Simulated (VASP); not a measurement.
# As2Se (I4_1/amd) in VASP: a series of runs, part 2 of 2

VASP 6.6.1. Earlier steps stand in the parts before.

**3. Single point, r2SCAN (volume scaled by 0.97, then relaxed in part)**

File POSCAR:

```
As2Se
1.0
   -3.4694893045      3.4694893045      2.6091796006
    3.4694893045     -3.4694893045      2.6091796006
    3.4694893045      3.4694893045     -2.6091796006
As Se
4 2
Direct
    0.8750000000      0.1250000000      0.7500000000
    0.3750000000      0.1250000000      0.2500000000
    0.8750000000      0.6250000000      0.7500000000
    0.8750000000      0.1250000000      0.2500000000
    0.5000000000      0.5000000000      0.0000000000
    0.2500000000      0.7500000000      0.5000000000
```

File INCAR.step1:

```
SYSTEM = As2Se
PREC     = Accurate       ! precision mode
ENCUT    = 520            ! plane-wave cutoff, eV
ISMEAR   = 0              ! smearing method
SIGMA    = 0.1            ! smearing width, eV
LREAL    = .FALSE.        ! projectors in reciprocal space
LASPH    = .TRUE.         ! aspherical terms in the spheres
NELM     = 100            ! most SCF steps
NBANDS   = 25             ! bands
GGA      = PE             ! functional
ALGO     = Normal         ! electronic algorithm
EDIFF    = 1E-4           ! SCF threshold, eV
LWAVE    = .TRUE.         ! write WAVECAR
LCHARG   = .FALSE.        ! write CHGCAR
```

File INCAR.step2:

```
SYSTEM = As2Se
PREC     = Accurate       ! precision mode
ENCUT    = 520            ! plane-wave cutoff, eV
EDIFF    = 1E-6           ! SCF threshold, eV
ISMEAR   = 0              ! smearing method
SIGMA    = 0.1            ! smearing width, eV
LREAL    = .FALSE.        ! projectors in reciprocal space
LASPH    = .TRUE.         ! aspherical terms in the spheres
NELM     = 100            ! most SCF steps
ALGO     = Normal         ! electronic algorithm
ISIF     = 2              ! what is computed and relaxed
LWAVE    = .FALSE.        ! write WAVECAR
LCHARG   = .FALSE.        ! write CHGCAR
METAGGA  = R2SCAN         ! meta-GGA
LMIXTAU  = .TRUE.       
NBANDS   = 25             ! bands
ISTART   = 1
```

File KPOINTS:

```
regular mesh
0
G
  8 8 8
  0 0 0
```

Potentials or basis: VASP PAW PBE potentials, release 64 (As, Se).

Launch:

```console
$ cat potpaw_PBE.64/As/POTCAR potpaw_PBE.64/Se/POTCAR > POTCAR
$ cp INCAR.step1 INCAR
$ mpirun -np 1 vasp_std > vasp.out
$ cp INCAR.step2 INCAR
$ mpirun -np 1 vasp_std > vasp.out
```

OUTCAR:

```text
SYSTEM = As2Se
   PREC = Accurate
   ENCUT = 520
   EDIFF = 1E-6
   ISMEAR = 0
   LREAL = .FALSE.
   LASPH = .TRUE.
   NELM = 100
   ISIF = 2
   METAGGA = R2SCAN
   ISTART = 1

 ion  position               nearest neighbor table
   1  0.875  0.125  0.750-   5 2.62   6 2.62   4 2.78   4 2.78   3 2.78   3 2.78
   2  0.375  0.125  0.250-   5 2.62   6 2.62   3 2.78   4 2.78   4 2.78   3 2.78
   3  0.875  0.625  0.750-   5 2.62   6 2.62   1 2.78   2 2.78   1 2.78   2 2.78
   4  0.875  0.125  0.250-   6 2.62   5 2.62   2 2.78   1 2.78   1 2.78   2 2.78
   5  0.500  0.500  0.000-   4 2.62   1 2.62   3 2.62   2 2.62
   6  0.250  0.750  0.500-   1 2.62   4 2.62   3 2.62   2 2.62

  LATTYP: Found a body centered tetragonal cell.
 ALAT       =     6.9389786090
 C/A-ratio  =     0.7520356374

  Lattice vectors:

 A1 = (  -3.4694893045,   3.4694893045,   2.6091796006)
 A2 = (   3.4694893045,  -3.4694893045,   2.6091796006)
 A3 = (   3.4694893045,   3.4694893045,  -2.6091796006)

Analysis of symmetry for initial positions (statically):
=====================================================================
 Subroutine PRICEL returns:
 Original cell was already a primitive cell.

 Routine SETGRP: Setting up the symmetry group for a
 body centered tetragonal supercell.

 Subroutine GETGRP returns: Found 16 space group operations
 (whereof  8 operations were pure point group operations)
 out of a pool of 16 trial point group operations.

The static configuration has the point symmetry D_2d.
 The point group associated with its full space group is D_4h.

Analysis of symmetry for dynamics (positions and initial velocities):
=====================================================================
 Subroutine PRICEL returns:
 Original cell was already a primitive cell.

 Routine SETGRP: Setting up the symmetry group for a
 body centered tetragonal supercell.

 Subroutine GETGRP returns: Found 16 space group operations
[... 128 lines left out ...]
   EFERMI_NEDOS =   21; number of points for ismear=-14 and -15
   IALGO  =     38    algorithm
   IMIX   =      4    mixing-type and parameters
     AMIX     =   0.40;   BMIX     =  1.00
     AMIX_MAG =   1.60;   BMIX_MAG =  1.00
  volume/ion in A,a.u.               =      20.94       141.30
  Fermi-wavevector in a.u.,A,eV,Ry     =   1.037751  1.961065 14.652481  1.076927
  Thomas-Fermi vector in A             =   2.172203
   LORBIT       =      0    0 simple, 1 ext, 2 COOP (PROOUT), +10 PAW based schemes
   METAGGA = R2SCAN    functional components
   LHFCALC =     F    Hartree Fock is set to
   AEXX    =    0.0000 exact exchange contribution
   IVDW    =     0    specifies the selected vdW correction
   LEPSILON=     F    determine dielectric tensor
   LRPA    =     F    only Hartree local field effects (RPA)
 non-spin polarized calculation
 Gauss-broadening in eV      SIGMA  =   0.10
  energy-cutoff  :      520.00
  volume of cell :      125.63
 maximum number of plane-waves:      3410
 NGX is ok and might be reduce to    42
   NGX = 21   NGY = 21   NGZ = 21

 number of electron      32.0000001 magnetization

 Free energy of the ion-electron system (eV)
  ---------------------------------------------------
  ext. energy  EPLUGINS =         0.00000000
  ---------------------------------------------------
  free energy    TOTEN  =       -86.69991363 eV

  energy without entropy =      -86.69024075  energy(sigma->0) =      -86.69507719

 E-fermi :   5.2294     XC(G=0): -10.6326

 val. band max:        5.1852673562   @ k =   0.5000   0.5000   0.0000
 cond. band min:       5.2382972554   @ k =   0.5000   0.1250   0.0000
 fundamental gap:      0.0530298992
 Fermi energy:         5.2293691921

 k-point     1 :       0.0000    0.0000    0.0000
  band No.  band energies     occupation
      1     -11.0286      2.00000
      2      -8.5504      2.00000
      3      -5.8072      2.00000
      4      -5.8072      2.00000
      5      -5.7126      2.00000
      6      -3.9340      2.00000
[... 661 lines left out ...]
     24      10.0637      0.00000
     25      11.6558      0.00000

 [... further k-points ...]
[... 5 lines left out ...]
  --------------------------------------------------------------------------------------
  -------------------------------------------------------------------------------------
  Total        1.8264879      1.8264879      1.8228241      0.0000000      0.0000000      0.0000000
  in kB       23.2933686     23.2933686     23.2466444      0.0000000      0.0000000      0.0000000
  external PRESSURE =      23.2777939 kB  Pullay stress =       0.0000000 kB

 VOLUME and BASIS-vectors are now :
 -----------------------------------------------------------------------------
  energy-cutoff  :      520.00
  volume of cell :      125.63
      direct lattice vectors                 reciprocal lattice vectors
    -3.469489305  3.469489305  2.609179601     0.000000000  0.144113429  0.191631116
     3.469489305 -3.469489305  2.609179601     0.144113429  0.000000000  0.191631116
     3.469489305  3.469489305 -2.609179601     0.144113429  0.144113429  0.000000000

 POSITION                                       TOTAL-FORCE (eV/Angst)
 -----------------------------------------------------------------------------------
      0.00000      5.20423      0.65229        -0.000000      0.000000      0.000000
     -0.00000      1.73474      0.65229        -0.000000      0.000000      0.000000
      1.73474      3.46949      1.95688        -0.000000      0.000000      0.000000
     -1.73474      3.46949      1.95688        -0.000000      0.000000      0.000000
      0.00000      0.00000      2.60918        -0.000000     -0.000000      0.000000
      3.46949     -0.00000      1.30459         0.000000      0.000000     -0.000000
 -----------------------------------------------------------------------------------
    total drift:                               -0.000000      0.000000     -0.000000

  FREE ENERGIE OF THE ION-ELECTRON SYSTEM (eV)
  ---------------------------------------------------
  free  energy   TOTEN  =       -86.6999136287 eV

  energy  without entropy=      -86.6902407461  energy(sigma->0) =      -86.69507719
```

Run time: 8.2 min. Hardware: 1 thread of Intel Xeon 6975P-C, shared host; peak memory 0.38 GiB.

Results:

- Free energy: -86.6999 eV
- Pressure: 2.3 GPa
- Band gap on the k mesh: zero (band 16 reaches 5.51 eV, above the bottom of band 17 at 5.02 eV)

Caveat: the cell differs from its parent crystal (volume scaled by 0.97, then relaxed in part); the PAW data sets were made with another functional, which shifts forces and pressure a little.

**4. Single point, r2SCAN**

This run uses another cell than the first one, of 21.59 Å³/atom, 1.064 times its volume.

POSCAR, as its differences from that of step 3:

```diff
@@ -2,5 +2,5 @@
 1.0
-   -3.4694893045      3.4694893045      2.6091796006
-    3.4694893045     -3.4694893045      2.6091796006
-    3.4694893045      3.4694893045     -2.6091796006
+   -3.5142117083      3.5142117083      2.6218479598
+    3.5142117083     -3.5142117083      2.6218479598
+    3.5142117083      3.5142117083     -2.6218479598
 As Se
```

File INCAR.step1:

```
PREC = Accurate ; ENCUT = 520
ISMEAR = 0 ; SIGMA = 0.1
LREAL = F ; LASPH = T
NELM = 80 ; NBANDS = 25
GGA = PE ; ALGO = Normal
EDIFF = 1E-4 ; LWAVE = T
LCHARG = F
```

File INCAR.step2:

```
PREC = Accurate ; ENCUT = 520
EDIFF = 1E-6 ; ISMEAR = 0
SIGMA = 0.1 ; LREAL = F
LASPH = T ; NELM = 80
ALGO = Normal ; ISIF = 2
LWAVE = F ; LCHARG = F
METAGGA = R2SCAN ; LMIXTAU = T
NBANDS = 25 ; ISTART = 1
```

File KPOINTS:

```
regular mesh
0
Gamma
  8 8 8
```

Launch:

```console
$ cat potpaw_PBE.64/As/POTCAR potpaw_PBE.64/Se/POTCAR > POTCAR
$ cp INCAR.step1 INCAR
$ mpirun -np 1 vasp_std > vasp.out
$ cp INCAR.step2 INCAR
$ mpirun -np 1 vasp_std > vasp.out
```

Run time: 8.4 min. Hardware: 1 thread of Intel Xeon 6975P-C, shared host; peak memory 0.39 GiB.

Results (log left out):

```yaml
Free_energy: -86.7269 eV
Pressure: -0.1 GPa
Band_gap_on_the_k_mesh: zero (band 16 reaches 5.14 eV, above the bottom of band 17 at 4.64 eV)
```

Levels at points of the mesh, in eV from the Fermi level:
```csv
k point,band 14,band 15,band 16,band 17,band 18,band 19
"(0.00, 0.00, 0.00)",-2.87,-2.87,-1.05,2.61,3.13,3.13
"(0.50, 0.00, 0.00)",-1.69,-0.64,-0.04,0.21,0.62,1.64
"(0.50, 0.50, 0.00)",-1.54,-1.24,-1.24,-0.03,-0.03,2.03
"(0.50, 0.50, 0.50)",-0.84,-0.48,-0.48,0.37,0.37,0.41
```

Caveat: the PAW data sets were made with another functional, which shifts forces and pressure a little.

**5. Summary**

```csv
cell,gap on the mesh (eV),pressure (GPa)
"a = 5.494 Å, angles 102.9, 102.9, 123.6°, 6 atoms",none,5.1
"a = 5.557 Å, angles 102.7, 102.7, 124.0°, 6 atoms",none,2.3
"a = 5.619 Å, angles 102.6, 102.6, 124.4°, 6 atoms",none,-0.1
```

Alike in all rows: task single point; level r2SCAN; potentials or basis VASP PAW PBE potentials, release 64 (As, Se); no spin polarisation; k mesh 8 × 8 × 8; cutoff (eV) 520; smearing gaussian 0.1 eV.

Caveats: the PAW data sets were made with another functional, which shifts forces and pressure a little.

Total energies depend on the potentials used, so only differences within one code and one set of settings carry meaning.
